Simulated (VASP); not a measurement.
# O (Fd-3m) in VASP: further runs, part 2 of 2

VASP 6.6.1. Earlier steps stand in the parts before.

## (3) Single point, PBEsol+D3(BJ)

This run uses another cell than the first one, of 10.17 Å³/atom, 0.927 times its volume.

Contents of INCAR:

```
ALGO = Normal
EDIFF = 1E-6
ENCUT = 520
GGA = PS
ISIF = 2
ISMEAR = -1
IVDW = 12
LASPH = True
LCHARG = False
LREAL = False
LWAVE = False
NBANDS = 13
NELM = 80
PREC = Accurate
SIGMA = 0.05
```

Contents of KPOINTS:

```
k-points
0
Gamma
  6 6 6
```

Contents of POSCAR:

```
O
1.0
    3.0641198927      0.0000000000      0.0000000000
    1.5320599463      2.6536056673      0.0000000000
    1.5320599463      0.8845352224      2.5018434159
O
2
Direct
    0.2500000000      0.2500000000      0.2500000000
    0.0000000000      0.0000000000      0.0000000000
```

Potentials or basis: VASP PAW PBE potentials, release 64 (O).

Launch:

```bash
> cat potpaw_PBE.64/O/POTCAR > POTCAR
> mpirun -np 1 vasp_std > vasp.out
```

OUTCAR:

```text
EDIFF = 1E-6
   ENCUT = 520
   GGA = PS
   ISIF = 2
   ISMEAR = -1
   IVDW = 12
   LASPH = True
   LREAL = False
   NELM = 80
   PREC = Accurate
 IVDW          = 12

 ion  position               nearest neighbor table
   1  0.250  0.250  0.250-   2 1.88   2 1.88   2 1.88   2 1.88
   2  0.000  0.000  0.000-   1 1.88   1 1.88   1 1.88   1 1.88

  LATTYP: Found a face centered cubic cell.
 ALAT       =     4.3333199089

  Lattice vectors:

 A1 = (   3.0641198927,   0.0000000000,   0.0000000000)
 A2 = (   1.5320599463,   2.6536056673,   0.0000000000)
 A3 = (   1.5320599463,   0.8845352224,   2.5018434159)

Analysis of symmetry for initial positions (statically):
=====================================================================
 Subroutine PRICEL returns:
 Original cell was already a primitive cell.

 Routine SETGRP: Setting up the symmetry group for a
 face centered cubic supercell.

 Subroutine GETGRP returns: Found 48 space group operations
 (whereof 24 operations were pure point group operations)
 out of a pool of 48 trial point group operations.

The static configuration has the point symmetry T_d .
 The point group associated with its full space group is O_h .

Analysis of symmetry for dynamics (positions and initial velocities):
=====================================================================
 Subroutine PRICEL returns:
 Original cell was already a primitive cell.

 Routine SETGRP: Setting up the symmetry group for a
 face centered cubic supercell.

 Subroutine GETGRP returns: Found 48 space group operations
 (whereof 24 operations were pure point group operations)
 out of a pool of 48 trial point group operations.

The dynamic configuration has the point symmetry T_d .
 The point group associated with its full space group is O_h .

 Subroutine INISYM returns: Found 48 space group operations
 (whereof 24 operations are pure point group operations),
 and found     1 'primitive' translations

[... 113 lines left out ...]
   IVDW    =    12    specifies the selected vdW correction
   LEPSILON=     F    determine dielectric tensor
   LRPA    =     F    only Hartree local field effects (RPA)
 non-spin polarized calculation
  energy-cutoff  :      520.00
  volume of cell :       20.34
 maximum number of plane-waves:       568
   NGX = 11   NGY = 11   NGZ = 11

 number of electron      11.9999994 magnetization

 Free energy of the ion-electron system (eV)
  ---------------------------------------------------
  ext. energy  EPLUGINS =         0.00000000
  ---------------------------------------------------
  free energy    TOTEN  =        -6.76353961 eV

  energy without entropy =       -6.75117852  energy(sigma->0) =       -6.75735907

 E-fermi :   0.8913     XC(G=0): -10.4973

 val. band max:        0.7852581746   @ k =  -0.1667   0.1667   0.0000
 cond. band min:       0.9389620099   @ k =  -0.3333   0.1667  -0.0000
 fundamental gap:      0.1537038353
 Fermi energy:         0.8912715042

 k-point     1 :       0.0000    0.0000    0.0000
  band No.  band energies     occupation
      1     -20.9609      2.00000
      2     -12.3996      2.00000
      3      -3.1134      2.00000
      4      -3.1134      2.00000
      5      -3.1134      2.00000
      6       0.1794      2.00000
      7       0.1794      2.00000
      8       0.1794      2.00000
      9      10.5938      0.00000
     10      24.5636      0.00000
     11      24.5636      0.00000
     12      24.5636      0.00000
     13      25.0643      0.00000
[... 226 lines left out ...]
  band No.  band energies     occupation
      1     -17.3078      2.00000
      2     -17.3078      2.00000
      3      -5.5665      2.00000
      4      -5.5665      2.00000
      5      -0.7950      2.00000
      6      -0.7950      2.00000
      7       2.4986      0.00000
      8       2.4986      0.00000
      9      14.2056      0.00000
     10      14.2056      0.00000
     11      23.4860      0.00000
     12      23.4860      0.00000
     13      30.1504      0.00000

------------------------ aborting loop because EDIFF is reached ----------------------------------------

 Edisp (eV)   -0.10787

 E8    (eV) :    -0.0451

  FORCE on cell =-STRESS in cart. coord.  units (eV):
  Direction    XX          YY          ZZ          XY          YZ          ZX
  --------------------------------------------------------------------------------------
  -------------------------------------------------------------------------------------
  Total      -0.01210    -0.01210    -0.01210     0.00000     0.00000     0.00000
  in kB      -0.95309    -0.95309    -0.95309     0.00000     0.00000     0.00000
  external pressure =       -0.95 kB  Pullay stress =        0.00 kB

 VOLUME and BASIS-vectors are now :
 -----------------------------------------------------------------------------
  energy-cutoff  :      520.00
  volume of cell :       20.34
      direct lattice vectors                 reciprocal lattice vectors
     3.064119893  0.000000000  0.000000000     0.326357987 -0.188422872 -0.133235090
     1.532059946  2.653605667  0.000000000     0.000000000  0.376845743 -0.133235090
     1.532059946  0.884535222  2.501843416     0.000000000  0.000000000  0.399705271

 POSITION                                       TOTAL-FORCE (eV/Angst)
 -----------------------------------------------------------------------------------
      1.53206      0.88454      0.62546         0.000000      0.000000      0.000000
      0.00000      0.00000      0.00000        -0.000000     -0.000000     -0.000000
 -----------------------------------------------------------------------------------
    total drift:                                0.000000     -0.000000     -0.000000

  FREE ENERGIE OF THE ION-ELECTRON SYSTEM (eV)
  ---------------------------------------------------
  free  energy   TOTEN  =        -6.8714069702 eV

  energy  without entropy=       -6.8590458785  energy(sigma->0) =       -6.86522642
```

OSZICAR:

```text
N       E                     dE             d eps       ncg     rms          rms(c)
DAV:   1     0.392752049349E+02    0.39275E+02   -0.68312E+03   424   0.878E+02
DAV:   2    -0.556621878469E+01   -0.44841E+02   -0.42510E+02   486   0.184E+02
DAV:   3    -0.676214636305E+01   -0.11959E+01   -0.11662E+01   511   0.276E+01
DAV:   4    -0.676506732347E+01   -0.29210E-02   -0.29209E-02   521   0.167E+00
DAV:   5    -0.676507700504E+01   -0.96816E-05   -0.96817E-05   531   0.856E-02    0.743E-01
DAV:   6    -0.676298316281E+01    0.20938E-02   -0.45544E-03   511   0.646E-01    0.398E-01
DAV:   7    -0.676343062354E+01   -0.44746E-03   -0.17431E-03   496   0.433E-01    0.115E-01
DAV:   8    -0.676353102415E+01   -0.10040E-03   -0.16848E-04   496   0.113E-01    0.100E-02
DAV:   9    -0.676353885453E+01   -0.78304E-05   -0.57135E-06   506   0.186E-02    0.356E-03
DAV:  10    -0.676353961187E+01   -0.75734E-06   -0.90395E-07   417   0.788E-03
   1 F= -.68714070E+01 E0= -.68652264E+01  d E =-.123611E-01
```

Run time: 2.3 s. Hardware: 1 thread of Intel Xeon 6975P-C, shared host; peak memory 0.14 GiB.

What came out:

```
Free energy                : -6.8714 eV
Pressure                   : -0.1 GPa
Band gap on the k mesh     : zero (band 6 reaches 1.33 eV, above the bottom of band 7 at 0.18 eV)
Dispersion energy per atom : -0.054 eV
```

Caveat: the k points lie up to 0.42 Å⁻¹ apart; the PAW data sets were made with another functional, which shifts forces and pressure a little; pairwise dispersion overbinds metals, which lowers pressure and volume.

## (4) Single point, PBEsol

This run uses another cell than the first one, of 10.19 Å³/atom, 0.929 times its volume.

Contents of INCAR:

```
SYSTEM = O
ALGO = Normal
EDIFF = 1E-7
ENCUT = 520
GGA = PS
ISIF = 2
ISMEAR = -1
LASPH = .True.
LCHARG = .False.
LREAL = .False.
LWAVE = .False.
NBANDS = 13
NELM = 60
PREC = Accurate
SIGMA = 0.05
```

Contents of KPOINTS:

```
k-points
0
Gamma
  6 6 6
  0 0 0
```

Contents of POSCAR:

```
O
1.0
    3.0662248189      0.0000000000      0.0000000000
    1.5331124095      2.6554285869      0.0000000000
    1.5331124095      0.8851428623      2.5035620810
O
2
Direct
    0.2500000000      0.2500000000      0.2500000000
    0.0000000000      0.0000000000      0.0000000000
```

Launch:

```bash
> cat potpaw_PBE.64/O/POTCAR > POTCAR
> mpirun -np 1 vasp_std > vasp.out
```

It took 2.9 s on 1 thread of Intel Xeon 6975P-C, shared host; peak memory 0.13 GiB.

It converged, with:

```
Free energy            : -6.7639 eV
Pressure               : -0.1 GPa
Band gap on the k mesh : zero (band 6 reaches 1.31 eV, above the bottom of band 7 at 0.16 eV)
```

Levels at points of the mesh, in eV from the Fermi level:
| k point | band 3 | band 4 | band 5 | band 6 | band 7 | band 8 | band 9 | band 10 |
| --- | --- | --- | --- | --- | --- | --- | --- | --- |
| (0.00, 0.00, 0.00) | -3.99 | -3.99 | -3.99 | -0.71 | -0.71 | -0.71 | 9.70 | 23.66 |
| (0.50, 0.00, 0.00) | -5.28 | -4.98 | -4.98 | 0.44 | 0.44 | 1.27 | 13.24 | 15.93 |
| (0.50, 0.50, 0.00) | -6.13 | -6.13 | -2.27 | -2.27 | 1.83 | 1.83 | 13.22 | 13.22 |

Caveat: the k points lie up to 0.42 Å⁻¹ apart; the PAW data sets were made with another functional, which shifts forces and pressure a little.

## (5) Relaxation of cell and atoms, BLYP+D3(BJ)

This run uses another cell than the first one, of 10.23 Å³/atom, 0.933 times its volume.

Contents of INCAR:

```
PREC = Accurate
ENCUT = 600
EDIFF = 1E-7
ISMEAR = -1
SIGMA = 0.05
LREAL = False
LASPH = True
NELM = 100
ALGO = Normal
ISIF = 3
LWAVE = False
LCHARG = False
GGA = B5
ALDAX = 1.0
AGGAX = 1.0
AGGAC = 1.0
ALDAC = 0.0
IVDW = 12
VDW_S6 = 1.0
VDW_S8 = 2.6996
VDW_A1 = 0.4298
VDW_A2 = 4.2359
IBRION = 2
NSW = 80
EDIFFG = -0.005
```

Contents of KPOINTS:

```
Automatic mesh
0
Gamma
  6 6 6
```

Contents of POSCAR:

```
O
1.0
    3.0700550000      0.0000000000      0.0000000000
    1.5350275000      2.6587456210      0.0000000000
    1.5350275000      0.8862485403      2.5066894108
O
2
Direct
    0.2500000000      0.2500000000      0.2500000000
    0.0000000000      0.0000000000      0.0000000000
```

Launch:

```bash
> cat potpaw_PBE.64/O/POTCAR > POTCAR
> mpirun -np 1 vasp_std > vasp.out
```

It took 22 s on 1 thread of Intel Xeon 6975P-C, shared host; peak memory 0.15 GiB.

The run converged. Its results:

- Free energy: -6.1015 eV
- Relaxed volume: 10.96 Å³/atom
- Relaxed cell: a = 3.142 Å, b = 3.142 Å, c = 3.142 Å, α = 60.00°, β = 60.00°, γ = 60.00°
- Space group after relaxing (to 0.05 Å): Fd-3m (No. 227)
- Energy gained by relaxing: 19.9 meV/atom
- Ionic steps: 3
- Pressure after relaxing: 0.0 GPa
- Band gap on the k mesh: zero (band 6 reaches 0.70 eV, above the bottom of band 7 at -0.31 eV)
- Dispersion energy per atom: -0.150 eV

Step by step:
```tsv
step	energy change (eV)	largest force (eV/Å)	pressure (GPa)	volume (Å³)
1	0.0000	0.0000	9.02	20.46
2	-0.0385	0.0000	-1.55	22.21
3	-0.0399	0.0000	-0.01	21.93
```

Final structure:
```
O
1.0
     3.14161    0.00000    0.00000
     1.57080    2.72071    0.00000
     1.57080    0.90690    2.56511
O
2
Direct
  0.25000 0.25000 0.25000
  0.00000 0.00000 0.00000
```

Levels at points of the mesh, in eV from the Fermi level:
```
           k point  band 3  band 4  band 5  band 6  band 7  band 8  band 9  band 10
(0.00, 0.00, 0.00)   -3.56   -3.56   -3.56   -0.58   -0.58   -0.58    9.96    23.62
(0.50, 0.00, 0.00)   -4.81   -4.45   -4.45    0.44    0.44    1.07   13.44    16.07
(0.50, 0.50, 0.00)   -5.48   -5.48   -2.06   -2.06    1.63    1.63   13.54    13.54
```

Caveat: the k points lie up to 0.41 Å⁻¹ apart in the final cell; the PAW data sets were made with another functional, which shifts forces and pressure a little; pairwise dispersion overbinds metals, which lowers pressure and volume.

## (6) Summary

```csv
task,level,cell,cutoff (eV),gap on the mesh (eV),pressure (GPa)
single point,BLYP+D3(BJ),"a = 3.142 Å, angles 60.0°, 2 atoms",520,none,-0.2
single point,PBEsol+D3(BJ),"a = 3.064 Å, angles 60.0°, 2 atoms",520,none,-0.1
single point,PBEsol,"a = 3.066 Å, angles 60.0°, 2 atoms",520,none,-0.1
relaxation of cell and atoms,BLYP+D3(BJ),"relaxed from a = 3.070 Å, angles 60.0°, 2 atoms",600,none,0.0
```

Alike in all rows: potentials or basis VASP PAW PBE potentials, release 64 (O); no spin polarisation; k mesh 6 × 6 × 6; smearing fermi-dirac 0.05 eV.

Caveats: all runs use coarse meshes; the PAW data sets were made with another functional, which shifts forces and pressure a little; pairwise dispersion overbinds metals, which lowers pressure and volume (some runs).

Absolute energies hang on the potentials; compare differences alone.
